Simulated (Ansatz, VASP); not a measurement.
# One calculation of SiGe2, two programs

```
Si Ge
1.0
     0.00000    3.86971    3.86971
     3.86971    0.00000    3.86971
     3.86971    3.86971    0.00000
Si Ge
2 4
Direct
  0.50000 0.50000 0.50000
  0.75000 0.75000 0.75000
  0.12500 0.62500 0.12500
  0.12500 0.12500 0.62500
  0.62500 0.12500 0.12500
  0.12500 0.12500 0.12500
```

Change from the starting cell: species swapped into the ScCo2 type (Fd-3m, No. 227).

Alike in both runs: functional PBE; k mesh 8 × 8 × 8; occupations gaussian, width 0.1 eV; no spin polarisation.

Ansatz relaxed the structure, and its values are those at the end. VASP's run is a single point on that final structure, the one shown.

```csv
,VASP,Ansatz
version,VASP 6.6.1,Ansatz 0.2.0
potentials or method,"VASP PAW PBE potentials, release 64 (Si, Ge_d), cutoff 520 eV","scalar-relativistic, plane waves, PAW"
valence electrons in the cell,64,64
```

```csv
,VASP,Ansatz,Ansatz less VASP
gap on the k mesh at the Fermi level (eV),none,none,-
pressure (GPa),0.0,0.0,+0.04
```

A gap of «none» marks a metal or a gap that the smearing closes.
